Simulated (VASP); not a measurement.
# ZrS in VASP: notebook, part 2 of 2

VASP 6.6.1. Earlier steps stand in the parts before.

## (3) Single point, PBEsol (biaxial strain in the a-b plane: +1.0 %)

The input, INCAR:

```
SYSTEM = ZrS
PREC = Accurate
ENCUT = 520
EDIFF = 1E-6
ISMEAR = 0
SIGMA = 0.1
LREAL = .False.
LASPH = .True.
NELM = 100
ALGO = Normal
ISIF = 2
LWAVE = .False.
LCHARG = .True.
GGA = PS
LELF = .True.
LVHAR = .True.
NBANDS = 26
```

The input, KPOINTS:

```
Automatic mesh
0
Gamma
  14 14 10
  0 0 0
```

The input, POSCAR:

```
ZrS
1.0
    2.6089061042      2.6089061042      0.0000000000
   -2.6089061042      2.6089061042      0.0000000000
    0.0000000000      0.0000000000      5.1351537972
Zr S
2 2
Direct
    0.0000000000      0.0000000000      0.0000000000
    0.5000000000      0.5000000000      0.5000000000
    0.5000000000      0.5000000000      0.0000000000
    0.0000000000      0.0000000000      0.5000000000
```

Potentials or basis: VASP PAW PBE potentials, release 64 (Zr_sv, S).

Launch:

```
$ cat potpaw_PBE.64/Zr_sv/POTCAR potpaw_PBE.64/S/POTCAR > POTCAR
$ mpirun -np 1 vasp_std > vasp.out
```

Wall time 6.3 min (1 thread of Intel Xeon 8259CL, shared host); peak memory 0.42 GiB.

Results (log left out):

```yaml
Free_energy: -33.0155 eV
Pressure: -1.7 GPa
Band_gap_on_the_k_mesh: zero (bands 18 and 19 overlap by 3.01 eV)
```

Stress tensor (GPa, compression positive):
```
-3.17  0.00  0.00
 0.00 -3.17  0.00
 0.00  0.00  1.15
```

Levels at points of the mesh, in eV from the Fermi level:
| k point | band 15 | band 16 | band 17 | band 18 | band 19 | band 20 | band 21 | band 22 |
| --- | --- | --- | --- | --- | --- | --- | --- | --- |
| (0.00, 0.00, 0.00) | -3.54 | -3.54 | -3.49 | -1.50 | -1.50 | -1.33 | -0.76 | -0.71 |
| (0.50, 0.00, 0.00) | -5.59 | -5.59 | 0.29 | 0.29 | 0.68 | 0.68 | 1.29 | 1.29 |
| (0.50, 0.50, 0.00) | -4.45 | -4.45 | -3.63 | -3.63 | 0.49 | 0.49 | 2.44 | 2.44 |
| (0.00, 0.00, 0.50) | -4.47 | -4.47 | -2.68 | -2.68 | -0.16 | -0.16 | 1.40 | 1.40 |
| (0.50, 0.00, 0.50) | -6.10 | -6.10 | 1.51 | 1.51 | 1.58 | 1.58 | 1.89 | 1.89 |
| (0.50, 0.50, 0.50) | -6.04 | -6.04 | 0.15 | 0.15 | 0.15 | 0.15 | 1.82 | 1.82 |

Caveat: the cell differs from its parent crystal (biaxial strain in the a-b plane: +1.0 %); the PAW data sets were made with another functional, which shifts forces and pressure a little.

## (4) Single point, PBEsol (uniaxial strain along a: -2.0 %, then relaxed in part)

The input, INCAR:

```
SYSTEM = ZrS
PREC = Accurate ; ENCUT = 520
EDIFF = 1E-7 ; ISMEAR = 0
SIGMA = 0.1 ; LREAL = .FALSE.
LASPH = .TRUE. ; NELM = 60
ALGO = Normal ; ISIF = 2
LWAVE = .FALSE. ; LCHARG = .TRUE.
GGA = PS ; LELF = .TRUE.
LVHAR = .TRUE. ; NBANDS = 26
```

The input, KPOINTS:

```
regular mesh
0
G
  14 14 10
  0 0 0
```

The input, POSCAR:

```
ZrS
1.0
    2.5314138437      2.5314138437      0.0000000000
   -2.6260638584      2.6260638584      0.0000000000
    0.0000000000      0.0000000000      5.1638255857
Zr S
2 2
Direct
    0.0000000000      0.0000000000      0.0000000000
    0.5000000000      0.5000000000      0.5000000000
    0.5000000000      0.5000000000      0.0000000000
    0.0000000000      0.0000000000      0.5000000000
```

Launch:

```
$ cat potpaw_PBE.64/Zr_sv/POTCAR potpaw_PBE.64/S/POTCAR > POTCAR
$ mpirun -np 1 vasp_std > vasp.out
```

It took 4.6 min on 1 thread of AMD EPYC 9R45 (Zen 5), shared host; peak memory 0.57 GiB.

The run converged. Its results:

| Item | Value |
| --- | --- |
| Free energy | -33.0203 eV |
| Pressure | 0.8 GPa |
| Band gap on the k mesh | zero (bands 18 and 19 overlap by 3.02 eV) |

Stress tensor (GPa, compression positive):
```
1.10 0.85 0.00
0.85 1.10 0.00
0.00 0.00 0.21
```

Levels at points of the mesh, in eV from the Fermi level:
```tsv
k point	band 14	band 15	band 16	band 17	band 18	band 19	band 20	band 21	band 22	band 23
(0.00, 0.00, 0.00)	-3.73	-3.64	-3.55	-3.43	-1.69	-1.52	-1.28	-0.76	-0.75	0.52
(0.50, 0.00, 0.00)	-6.19	-5.67	-5.67	0.25	0.25	0.65	0.65	1.33	1.33	2.12
(0.00, 0.50, 0.00)	-5.81	-5.77	-5.77	0.46	0.46	0.90	0.90	1.11	1.11	1.52
(0.50, 0.50, 0.00)	-4.51	-4.50	-4.50	-3.73	-3.73	0.50	0.50	2.41	2.41	2.54
(0.00, 0.00, 0.50)	-4.56	-4.28	-4.28	-2.81	-2.81	-0.17	-0.17	1.22	1.22	1.48
(0.50, 0.00, 0.50)	-6.37	-6.19	-6.19	1.50	1.50	1.63	1.63	1.85	1.85	2.15
(0.00, 0.50, 0.50)	-6.19	-5.99	-5.99	1.29	1.29	1.65	1.65	1.95	1.95	1.97
(0.50, 0.50, 0.50)	-6.13	-5.97	-5.97	-0.04	-0.04	0.04	0.04	1.78	1.78	2.57
```

Caveat: the cell differs from its parent crystal (uniaxial strain along a: -2.0 %, then relaxed in part); the PAW data sets were made with another functional, which shifts forces and pressure a little.

## (5) Single point, PBEsol (uniaxial strain along a: -1.0 %, then relaxed in part)

The input, INCAR:

```
  PREC = Accurate
  ENCUT = 520
  EDIFF = 1E-6
  ISMEAR = 0
  SIGMA = 0.1
  LREAL = F
  LASPH = T
  NELM = 60
  ALGO = Normal
  ISIF = 2
  LWAVE = F
  LCHARG = F
  GGA = PS
  NBANDS = 26
```

The input, KPOINTS:

```
Automatic mesh
0
Gamma
  14 14 10
```

The input, POSCAR:

```
ZrS
1.0
    2.5572445972      2.5572445972      0.0000000000
   -2.6057952446      2.6057952446      0.0000000000
    0.0000000000      0.0000000000      5.1612474091
Zr S
2 2
Direct
    0.0000000000      0.0000000000      0.0000000000
    0.5000000000      0.5000000000      0.5000000000
    0.5000000000      0.5000000000      0.0000000000
    0.0000000000      0.0000000000      0.5000000000
```

Launch:

```
$ cat potpaw_PBE.64/Zr_sv/POTCAR potpaw_PBE.64/S/POTCAR > POTCAR
$ mpirun -np 1 vasp_std > vasp.out
```

Run time: 4.1 min. Hardware: 1 thread of AMD EPYC 9R45 (Zen 5), shared host; peak memory 0.58 GiB.

It converged, with:

```
Free energy            : -33.0262 eV
Pressure               : 0.5 GPa
Band gap on the k mesh : zero (bands 18 and 19 overlap by 3.03 eV)
```

Stress tensor (GPa, compression positive):
```
0.66 0.43 0.00
0.43 0.66 0.00
0.00 0.00 0.22
```

Levels at points of the mesh, in eV from the Fermi level:
```csv
k point,band 16,band 17,band 18,band 19,band 20,band 21
"(0.00, 0.00, 0.00)",-3.54,-3.48,-1.60,-1.49,-1.39,-0.76
"(0.50, 0.00, 0.00)",-5.69,0.29,0.29,0.70,0.70,1.30
"(0.00, 0.50, 0.00)",-5.74,0.40,0.40,0.83,0.83,1.20
"(0.50, 0.50, 0.00)",-4.50,-3.72,-3.72,0.51,0.51,2.50
"(0.00, 0.00, 0.50)",-4.36,-2.80,-2.80,-0.18,-0.18,1.28
"(0.50, 0.00, 0.50)",-6.18,1.53,1.53,1.63,1.63,1.87
"(0.00, 0.50, 0.50)",-6.08,1.44,1.44,1.61,1.61,1.92
"(0.50, 0.50, 0.50)",-6.01,0.00,0.00,0.04,0.04,1.86
```

Caveat: the cell differs from its parent crystal (uniaxial strain along a: -1.0 %, then relaxed in part); the PAW data sets were made with another functional, which shifts forces and pressure a little.

## (6) Relaxation of cell and atoms, PBEsol, target pressure 60 GPa, at which the enthalpy is minimised

This run uses another cell than the first one: it holds 2 atoms, not 4.

The input, INCAR:

```
  PREC = Accurate
  ENCUT = 600
  EDIFF = 1E-7
  ISMEAR = 0
  SIGMA = 0.1
  LREAL = False
  LASPH = True
  NELM = 100
  ALGO = Normal
  ISIF = 3
  LWAVE = False
  LCHARG = False
  GGA = PS
  IBRION = 2
  NSW = 70
  EDIFFG = -0.008
  PSTRESS = 600.0
```

The input, KPOINTS:

```
Automatic mesh
0
Gamma
  16 16 16
```

The input, POSCAR:

```
ZrS
1.0
    0.0000000000      2.3950550182      2.3950550182
    2.3950550182      0.0000000000      2.3950550182
    2.3950550182      2.3950550182      0.0000000000
Zr S
1 1
Direct
    0.0000000000      0.0000000000      0.0000000000
    0.5000000000      0.5000000000      0.5000000000
```

Potentials or basis: VASP PAW PBE potentials, release 64 (Zr_sv, S).

Launch:

```
$ cat potpaw_PBE.64/Zr_sv/POTCAR potpaw_PBE.64/S/POTCAR > POTCAR
$ mpirun -np 1 vasp_std > vasp.out
```

Run time: 3.7 min. Hardware: 1 thread of Intel Xeon 8259CL, shared host; peak memory 0.22 GiB.

It converged, with:

| Item | Value |
| --- | --- |
| Free energy | -15.4011 eV |
| Relaxed volume | 13.57 Å³/atom |
| Relaxed cell | a = 3.373 Å, b = 3.373 Å, c = 3.373 Å, α = 60.00°, β = 60.00°, γ = 60.00° |
| Space group after relaxing (to 0.1 Å) | Fm-3m (No. 225) |
| Energy change on relaxing (the run minimises the enthalpy) | +60.5 meV/atom |
| Ionic steps | 3 |
| Pressure after relaxing | 59.9 GPa |

The path:
| step | energy change (eV) | largest force (eV/Å) | pressure (GPa) | volume (Å³) |
| --- | --- | --- | --- | --- |
| 1 | 0.0000 | 0.0000 | 55.36 | 27.48 |
| 2 | 0.6441 | 0.0000 | 78.64 | 25.93 |
| 3 | 0.1209 | 0.0000 | 59.91 | 27.14 |

Final structure:
```cif
data_structure
_symmetry_space_group_name_H-M 'P 1'
_symmetry_Int_Tables_number 1
_cell_length_a 3.3732
_cell_length_b 3.3732
_cell_length_c 3.3732
_cell_angle_alpha 60.000
_cell_angle_beta 60.000
_cell_angle_gamma 60.000
_cell_volume 27.14
loop_
_atom_site_label
_atom_site_type_symbol
_atom_site_fract_x
_atom_site_fract_y
_atom_site_fract_z
_atom_site_occupancy
Zr1 Zr 0.00000 0.00000 0.00000 1
S1 S 0.50000 0.50000 0.50000 1
```

Levels at points of the mesh, in eV from the Fermi level:
```
           k point  band 7  band 8  band 9  band 10  band 11  band 12
(0.00, 0.00, 0.00)   -3.42   -3.42   -2.13    -2.13    -2.13    -1.09
(0.50, 0.00, 0.00)   -7.17   -7.17    2.13     2.25     2.25     3.00
(0.50, 0.50, 0.00)   -5.03   -4.36   -4.36     0.66     3.63     3.63
```

Caveat: the cell is relaxed towards a set pressure, so the run minimises the enthalpy, not the energy; the highest band is partly filled, so the run has too few bands; the PAW data sets were made with another functional, which shifts forces and pressure a little.

## (7) Summary

| task | cell | k mesh | cutoff (eV) | gap on the mesh (eV) | pressure (GPa) |
| --- | --- | --- | --- | --- | --- |
| single point | a = 3.653, b = 3.653, c = 5.166 Å, 4 atoms, atomic positions A | 14 × 14 × 10 | 520 | none | 0.2 |
| single point | a = 3.690, b = 3.690, c = 5.135 Å, 4 atoms, atomic positions A | 14 × 14 × 10 | 520 | none | -1.7 |
| single point | a = 3.580, b = 3.714, c = 5.164 Å, 4 atoms, atomic positions A | 14 × 14 × 10 | 520 | none | 0.8 |
| single point | a = 3.616, b = 3.685, c = 5.161 Å, 4 atoms, atomic positions A | 14 × 14 × 10 | 520 | none | 0.5 |
| relaxation of cell and atoms | relaxed to 60 GPa from a = 3.387 Å, angles 60.0°, 2 atoms, atomic positions B | 16 × 16 × 16 | 600 | - | 59.9 |

Alike in all rows: level PBEsol; potentials or basis VASP PAW PBE potentials, release 64 (Zr_sv, S); no spin polarisation; smearing gaussian 0.1 eV.

Caveats: the PAW data sets were made with another functional, which shifts forces and pressure a little; the cell is relaxed towards a set pressure, so the run minimises the enthalpy, not the energy (at least some runs); the highest band is partly filled, so the run has too few bands (at least some runs).

Total energies depend on the potentials used, so only differences within one code and one set of settings carry meaning.
